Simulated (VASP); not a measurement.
# BiS4 (P-43m) in VASP: further runs

Runs on BiS4. Level: PBE. Tasks: single point, relaxation of cell and atoms.

Everything below comes from runs of VASP 6.6.1. Logs are shortened: lines on timing, memory, paths and dates and some standing lists are left out, and cuts for length are marked.

## (1) The cell of the first run

The structure is cubic, space group P-43m (No. 215). Conventional cell: a = 4.915 Å, b = 4.915 Å, c = 4.915 Å, α = 90.00°, β = 90.00°, γ = 90.00°. Within 3.5 Å of Bi (site symmetry -43m) lie 4 S at 2.62 Å. Within 3.6 Å of S (site symmetry 3m) lie 1 Bi at 2.62 Å and 9 S at 2.67 to 3.57 Å.

The cell was generated, and may not be a known phase.

## (2) Single point, PBE

Contents of INCAR:

```
SYSTEM = BiS4
PREC = Accurate ; ENCUT = 520
EDIFF = 1E-7 ; ISMEAR = 0
SIGMA = 0.1 ; LREAL = .False.
LASPH = .True. ; NELM = 80
ALGO = Normal ; ISIF = 2
LWAVE = .False. ; LCHARG = .False.
GGA = PE ; NBANDS = 28
```

Contents of KPOINTS:

```
Automatic mesh
0
Gamma
  4 4 4
  0 0 0
```

Contents of POSCAR:

```
BiS4
1.0
    4.9148360446      0.0000000000      0.0000000000
    0.0000000000      4.9148360446      0.0000000000
    0.0000000000      0.0000000000      4.9148360446
Bi S
1 4
Direct
    0.0000000000      0.0000000000      0.0000000000
    0.3080093666      0.3080093666      0.3080093666
    0.6919906334      0.6919906334      0.3080093666
    0.3080093666      0.6919906334      0.6919906334
    0.6919906334      0.3080093666      0.6919906334
```

Potentials or basis: VASP PAW PBE potentials, release 64 (Bi_d, S).

Command:

```console
$ cat potpaw_PBE.64/Bi_d/POTCAR potpaw_PBE.64/S/POTCAR > POTCAR
$ mpirun -np 1 vasp_std > vasp.out
```

OUTCAR:

```text
SYSTEM = BiS4
   PREC = Accurate
   ENCUT = 520
   EDIFF = 1E-7
   ISMEAR = 0
   LREAL = .False.
   LASPH = .True.
   NELM = 80
   ISIF = 2
   GGA = PE

 ion  position               nearest neighbor table
   1  0.000  0.000  0.000-   2 2.62   3 2.62   4 2.62   5 2.62
   2  0.308  0.308  0.308-   1 2.62   3 2.67   4 2.67   5 2.67
   3  0.692  0.692  0.308-   1 2.62   2 2.67   4 2.67   5 2.67
   4  0.308  0.692  0.692-   1 2.62   2 2.67   3 2.67   5 2.67
   5  0.692  0.308  0.692-   1 2.62   2 2.67   3 2.67   4 2.67

  LATTYP: Found a simple cubic cell.
 ALAT       =     4.9148360446

  Lattice vectors:

 A1 = (   4.9148360446,   0.0000000000,   0.0000000000)
 A2 = (   0.0000000000,   4.9148360446,   0.0000000000)
 A3 = (   0.0000000000,   0.0000000000,   4.9148360446)

Analysis of symmetry for initial positions (statically):
=====================================================================
 Subroutine PRICEL returns:
 Original cell was already a primitive cell.

 Routine SETGRP: Setting up the symmetry group for a
 simple cubic supercell.

 Subroutine GETGRP returns: Found 24 space group operations
 (whereof 24 operations were pure point group operations)
 out of a pool of 48 trial point group operations.

The static configuration has the point symmetry T_d .

Analysis of symmetry for dynamics (positions and initial velocities):
=====================================================================
 Subroutine PRICEL returns:
 Original cell was already a primitive cell.

 Routine SETGRP: Setting up the symmetry group for a
 simple cubic supercell.

 Subroutine GETGRP returns: Found 24 space group operations
 (whereof 24 operations were pure point group operations)
 out of a pool of 48 trial point group operations.

The dynamic configuration has the point symmetry T_d .

 Subroutine INISYM returns: Found 24 space group operations
 (whereof 24 operations are pure point group operations),
 and found     1 'primitive' translations

----------------------------------------------------------------------------------------

                                     Primitive cell

  volume of cell :     118.7209

  direct lattice vectors                    reciprocal lattice vectors
     4.914836045  0.000000000  0.000000000     0.203465587  0.000000000  0.000000000
     0.000000000  4.914836045  0.000000000     0.000000000  0.203465587  0.000000000
     0.000000000  0.000000000  4.914836045     0.000000000  0.000000000  0.203465587

  length of vectors
     4.914836045  4.914836045  4.914836045     0.203465587  0.203465587  0.203465587

  position of ions in fractional coordinates (direct lattice)
     0.000000000  0.000000000  0.000000000
     0.308009367  0.308009367  0.308009367
     0.691990633  0.691990633  0.308009367
     0.308009367  0.691990633  0.691990633
     0.691990633  0.308009367  0.691990633

  ion indices of the primitive-cell ions
   primitive index   ion index
                 1           1
                 2           2
                 3           3
                 4           4
                 5           5

----------------------------------------------------------------------------------------

 KPOINTS: Automatic mesh

Automatic generation of k-mesh.
 Grid dimensions read from file:
 generate k-points for:    4    4    4

 Generating k-lattice:

  Cartesian coordinates                     Fractional coordinates (reciprocal lattice)
     0.050866397  0.000000000  0.000000000     0.250000000  0.000000000  0.000000000
     0.000000000  0.050866397  0.000000000     0.000000000  0.250000000  0.000000000
     0.000000000  0.000000000  0.050866397     0.000000000  0.000000000  0.250000000

  Length of vectors
     0.050866397  0.050866397  0.050866397

  Shift w.r.t. Gamma in fractional coordinates (k-lattice)
     0.000000000  0.000000000  0.000000000

 Subroutine IBZKPT returns following result:
 ===========================================

 Found     10 irreducible k-points:

 Following reciprocal coordinates:
            Coordinates               Weight
  0.000000  0.000000  0.000000      1.000000
  0.250000  0.000000  0.000000      6.000000
  0.500000  0.000000  0.000000      3.000000
  0.250000  0.250000  0.000000     12.000000
  0.500000  0.250000  0.000000     12.000000
  0.500000  0.500000  0.000000      3.000000
  0.250000  0.250000  0.250000      8.000000
  0.500000  0.250000  0.250000     12.000000
  0.500000  0.500000  0.250000      6.000000
  0.500000  0.500000  0.500000      1.000000
   k-points           NKPTS =     10   k-points in BZ     NKDIM =     10   number of bands    NBANDS=     28
   number of dos      NEDOS =    301   number of ions     NIONS =      5
   total plane-waves  NPLWV =  64000
   dimension x,y,z NGX =    40 NGY =   40 NGZ =   40
   dimension x,y,z NGXF=    80 NGYF=   80 NGZF=   80
   ions per type =               1   4
   NGX,Y,Z   is equivalent  to a cutoff of  13.53, 13.53, 13.53 a.u.
   NGXF,Y,Z  is equivalent  to a cutoff of  27.06, 27.06, 27.06 a.u.
 SYSTEM =  BiS4
   PREC   = accura    normal or accurate (medium, high low for compatibility)
   ISTART =      0    job   : 0-new  1-cont  2-samecut
   ICHARG =      2    charge: 1-file 2-atom 10-const
   ISPIN  =      1    spin polarized calculation?
   LNONCOLLINEAR =      F non collinear calculations
   LSORBIT =      F    spin-orbit coupling
   LASPH  =      T    aspherical Exc in radial PAW
   ENCUT  =  520.0 eV  38.22 Ry    6.18 a.u.   9.14  9.14  9.14*2*pi/ulx,y,z
   NELM   =     80;   NELMIN=  2; NELMDL= -5     # of ELM steps
   EDIFF  = 0.1E-06   stopping-criterion for ELM
   LREAL  =      F    real-space projection
   EDIFFG = 0.1E-05   stopping-criterion for IOM
   NSW    =      0    number of steps for IOM
   IBRION =     -1    ionic relax: 0-MD 1-quasi-New 2-CG
   NFREE  =      0    steps in history (QN), initial steepest desc. (CG)
   ISIF   =      2    stress and relaxation
   ISYM   =      2    0-nonsym 1-usesym 2-fastsym
   POTIM  = 0.5000    time-step for ionic-motion
   TEBEG  =    0.0;   TEEND  =   0.0 temperature during run
   PSTRESS=    0.0 pullay stress
   NELECT =      39.0000    total number of electrons
   NUPDOWN=      -1.0000    fix difference up-down
   EMIN   =  10.00;   EMAX   =-10.00  energy-range for DOS
   EFERMI =   0.00;   METHOD = LEGACY
   ISMEAR =     0;   SIGMA  =   0.10  broadening in eV -4-tet -1-fermi 0-gaus
   EFERMI_NEDOS =   21; number of points for ismear=-14 and -15
   IALGO  =     38    algorithm
   IMIX   =      4    mixing-type and parameters
     AMIX     =   0.40;   BMIX     =  1.00
     AMIX_MAG =   1.60;   BMIX_MAG =  1.00
  volume/ion in A,a.u.               =      23.74       160.23
  Fermi-wavevector in a.u.,A,eV,Ry     =   1.129590  2.134615 17.360660  1.275973
  Thomas-Fermi vector in A             =   2.266283
   LORBIT       =      0    0 simple, 1 ext, 2 COOP (PROOUT), +10 PAW based schemes
   GGA     = PE    functional components
   LHFCALC =     F    Hartree Fock is set to
   AEXX    =    0.0000 exact exchange contribution
   IVDW    =     0    specifies the selected vdW correction
   LEPSILON=     F    determine dielectric tensor
   LRPA    =     F    only Hartree local field effects (RPA)
 non-spin polarized calculation
 Gauss-broadening in eV      SIGMA  =   0.10
  energy-cutoff  :      520.00
  volume of cell :      118.72
 maximum number of plane-waves:      3218
 NGX is ok and might be reduce to    40
   NGX = 19   NGY = 19   NGZ = 19

 number of electron      38.9999986 magnetization

 Free energy of the ion-electron system (eV)
  ---------------------------------------------------
  ext. energy  EPLUGINS =         0.00000000
  ---------------------------------------------------
  free energy    TOTEN  =       -16.65634147 eV

  energy without entropy =      -16.63874031  energy(sigma->0) =      -16.64754089

 E-fermi :   4.5086     XC(G=0):  -9.5526

 val. band max:        4.4214744477   @ k =   0.5000   0.0000   0.0000
 cond. band min:       4.5406726434   @ k =   0.2500   0.2500   0.2500
 fundamental gap:      0.1191981957
 Fermi energy:         4.5085978905

 k-point     1 :       0.0000    0.0000    0.0000
  band No.  band energies     occupation
      1     -18.3701      2.00000
      2     -18.3701      2.00000
      3     -18.3701      2.00000
      4     -18.3235      2.00000
      5     -18.3235      2.00000
      6     -10.2535      2.00000
[... 20 lines left out ...]
     27      10.7278      0.00000
     28      10.7278      0.00000

 k-point     2 :       0.2500    0.0000    0.0000
  band No.  band energies     occupation
      1     -18.3708      2.00000
      2     -18.3708      2.00000
      3     -18.3701      2.00000
      4     -18.3235      2.00000
      5     -18.3220      2.00000
      6     -10.0055      2.00000
[... 20 lines left out ...]
     27      11.4964      0.00000
     28      11.7750      0.00000

 k-point     3 :       0.5000    0.0000    0.0000
  band No.  band energies     occupation
      1     -18.3716      2.00000
      2     -18.3716      2.00000
      3     -18.3701      2.00000
      4     -18.3234      2.00000
      5     -18.3204      2.00000
      6      -9.5401      2.00000
[... 20 lines left out ...]
     27      11.6574      0.00000
     28      12.7270      0.00000

 k-point     4 :       0.2500    0.2500    0.0000
  band No.  band energies     occupation
      1     -18.3717      2.00000
      2     -18.3708      2.00000
      3     -18.3707      2.00000
      4     -18.3227      2.00000
      5     -18.3211      2.00000
      6      -9.7846      2.00000
[... 144 lines left out ...]
     27      12.3929      0.00000
     28      12.4594      0.00000

 k-point     9 :       0.5000    0.5000    0.2500
  band No.  band energies     occupation
      1     -18.3733      2.00000
      2     -18.3722      2.00000
      3     -18.3722      2.00000
      4     -18.3203      2.00000
      5     -18.3187      2.00000
      6      -9.3178      2.00000
[... 20 lines left out ...]
     27      12.3481      0.00000
     28      12.3481      0.00000

 k-point    10 :       0.5000    0.5000    0.5000
  band No.  band energies     occupation
      1     -18.3730      2.00000
      2     -18.3730      2.00000
      3     -18.3730      2.00000
      4     -18.3187      2.00000
      5     -18.3187      2.00000
      6      -9.3628      2.00000
[... 20 lines left out ...]
     27      12.0763      0.00000
     28      12.0763      0.00000

------------------------ aborting loop because EDIFF is reached ----------------------------------------

  FORCE on cell =-STRESS in cart. coord.  units (eV):
  Direction    XX          YY          ZZ          XY          YZ          ZX
  --------------------------------------------------------------------------------------
  -------------------------------------------------------------------------------------
  Total       -0.3350451     -0.3350451     -0.3350451     -0.0000000     -0.0000000      0.0000000
  in kB       -4.5215439     -4.5215439     -4.5215439     -0.0000000     -0.0000000      0.0000000
  external PRESSURE =      -4.5215439 kB  Pullay stress =       0.0000000 kB

 VOLUME and BASIS-vectors are now :
 -----------------------------------------------------------------------------
  energy-cutoff  :      520.00
  volume of cell :      118.72
      direct lattice vectors                 reciprocal lattice vectors
     4.914836045  0.000000000  0.000000000     0.203465587  0.000000000  0.000000000
     0.000000000  4.914836045  0.000000000     0.000000000  0.203465587  0.000000000
     0.000000000  0.000000000  4.914836045     0.000000000  0.000000000  0.203465587

 POSITION                                       TOTAL-FORCE (eV/Angst)
 -----------------------------------------------------------------------------------
      0.00000      0.00000      0.00000         0.000000      0.000000      0.000000
      1.51382      1.51382      1.51382        -0.001180     -0.001180     -0.001180
      3.40102      3.40102      1.51382         0.001180      0.001180     -0.001180
      1.51382      3.40102      3.40102        -0.001180      0.001180      0.001180
      3.40102      1.51382      3.40102         0.001180     -0.001180      0.001180
 -----------------------------------------------------------------------------------
    total drift:                               -0.000000     -0.000000     -0.000000

  FREE ENERGIE OF THE ION-ELECTRON SYSTEM (eV)
  ---------------------------------------------------
  free  energy   TOTEN  =       -16.6563414673 eV

  energy  without entropy=      -16.6387403093  energy(sigma->0) =      -16.64754089
```

Wall time 15 s (1 thread of Intel Xeon 6975P-C (Granite Rapids), shared host); peak memory 0.24 GiB.

Results:

* Free energy: -16.6563 eV
* Pressure: -0.5 GPa
* Band gap on the k mesh: zero (an odd number of electrons rules out a gap without spin polarisation)

Forces in eV/Å, atoms in the order of the input:
```
Bi   0.000  0.000  0.000
S   -0.001 -0.001 -0.001
S    0.001  0.001 -0.001
S   -0.001  0.001  0.001
S    0.001 -0.001  0.001
```

Levels at points of the mesh, in eV from the Fermi level:
```
           k point  band 16  band 17  band 18  band 19  band 20  band 21  band 22  band 23
(0.00, 0.00, 0.00)    -2.93    -0.43    -0.43    -0.43    -0.10    -0.10    -0.10     3.02
(0.50, 0.00, 0.00)    -2.17    -1.41    -0.59    -0.59    -0.09    -0.09     1.21     2.48
(0.50, 0.50, 0.00)    -2.62    -2.62    -1.05     0.08     0.08     0.84     1.72     2.23
(0.50, 0.50, 0.50)    -0.87    -0.39    -0.39    -0.39     0.58     0.58     0.58     3.18
```

Caveat: spin-orbit coupling is left out, which moves the levels of the heavy elements.

## (3) Relaxation of cell and atoms, PBE

This run uses another cell than the first one, of 27.40 Å³/atom.

Contents of INCAR:

```
PREC     = Accurate       # precision mode
ENCUT    = 600            # plane-wave cutoff, eV
EDIFF    = 1E-7           # SCF threshold, eV
ISMEAR   = 0              # smearing method
SIGMA    = 0.1            # smearing width, eV
LREAL    = False          # projectors in reciprocal space
LASPH    = True           # aspherical terms in the spheres
NELM     = 60             # most SCF steps
ALGO     = Normal         # electronic algorithm
ISIF     = 3              # what is computed and relaxed
LWAVE    = False          # write WAVECAR
LCHARG   = False          # write CHGCAR
GGA      = PE             # functional
IBRION   = 2              # ionic algorithm
NSW      = 90             # ionic steps
EDIFFG   = -0.04          # ionic threshold
```

Contents of KPOINTS:

```
regular mesh
0
Gamma
  4 4 4
```

Contents of POSCAR:

```
BiS4
1.0
    5.1548527400      0.0000000000      0.0000000000
    0.0000000000      5.1548527400      0.0000000000
    0.0000000000      0.0000000000      5.1548527400
Bi S
1 4
Direct
    0.0000000000      0.0000000000      0.0000000000
    0.2500000000      0.2500000000      0.2500000000
    0.7500000000      0.7500000000      0.2500000000
    0.2500000000      0.7500000000      0.7500000000
    0.7500000000      0.2500000000      0.7500000000
```

Potentials or basis: VASP PAW PBE potentials, release 64 (Bi_d, S).

Command:

```console
$ cat potpaw_PBE.64/Bi_d/POTCAR potpaw_PBE.64/S/POTCAR > POTCAR
$ mpirun -np 1 vasp_std > vasp.out
```

It took 5.5 min on 1 thread of Intel Xeon 6975P-C (Granite Rapids), shared host; peak memory 0.28 GiB.

It converged, with:

* Free energy: -16.6584 eV
* Relaxed volume: 23.52 Å³/atom
* Relaxed cell: a = 4.900 Å, b = 4.900 Å, c = 4.900 Å, α = 90.00°, β = 90.00°, γ = 90.00°
* Space group after relaxing (to 0.1 Å): P-43m (No. 215)
* Energy gained by relaxing: 526.2 meV/atom
* Ionic steps: 22
* Pressure after relaxing: 0.1 GPa
* Band gap on the k mesh: zero (an odd number of electrons rules out a gap without spin polarisation)

Step by step:
```
step  energy change (eV)  largest force (eV/Å)  pressure (GPa)  volume (Å³)
   1              0.0000                4.4740           12.81       136.98
   2             -0.5671                0.8414           -6.54       185.16
   3             -1.5219                0.3154           -1.97       158.94
   4             -1.5267                0.4175           -1.61       157.91
   5             -1.5274                0.4893           -1.35       157.21
   6             -1.6139                0.5433           -1.23       152.47
   7             -1.8709                0.8435           -0.26       138.82
   8             -2.1779                1.3471            5.37       114.02
   9             -2.2052                1.3036            5.42       113.39
  10             -2.2754                1.1584            5.67       111.53
  11             -2.3498                0.7949            6.70       107.85
  12             -2.4101                0.7072            5.67       109.13
  13             -2.5393                0.4777            2.93       113.02
  14             -2.6019                0.1824           -1.24       121.09
  15             -2.6076                0.2284           -0.49       119.35
  16             -2.6076                0.2354           -0.38       119.11
  17             -2.6105                0.2230           -0.34       118.96
  18             -2.6181                0.1844           -0.20       118.49
  19             -2.6278                0.0989            0.13       117.57
  20             -2.6225                0.0897            1.01       115.75
  21             -2.6299                0.0386            0.38       116.96
  22             -2.6312                0.0174            0.08       117.61
```

Final structure:
```
Bi S
1.0
     4.89950    0.00000    0.00000
     0.00000    4.89950    0.00000
     0.00000    0.00000    4.89950
Bi S
1 4
Direct
  0.00000 0.00000 0.00000
  0.30752 0.30752 0.30752
  0.69248 0.69248 0.30752
  0.30752 0.69248 0.69248
  0.69248 0.30752 0.69248
```

Levels at points of the mesh, in eV from the Fermi level:
```
           k point  band 15  band 16  band 17  band 18  band 19  band 20  band 21  band 22  band 23
(0.00, 0.00, 0.00)    -3.21    -2.89    -0.44    -0.44    -0.44    -0.09    -0.09    -0.09     3.03
(0.50, 0.00, 0.00)    -2.75    -2.18    -1.44    -0.59    -0.59    -0.10    -0.10     1.25     2.52
(0.50, 0.50, 0.00)    -2.79    -2.65    -2.65    -1.04     0.07     0.07     0.84     1.75     2.26
(0.50, 0.50, 0.50)    -0.85    -0.85    -0.39    -0.39    -0.39     0.59     0.59     0.59     3.22
```

Caveat: spin-orbit coupling is left out, which moves the levels of the heavy elements.

(Part 1 of 2 ends here.)

The gap in the log of VASP goes by the Fermi energy; the results here count the filled bands.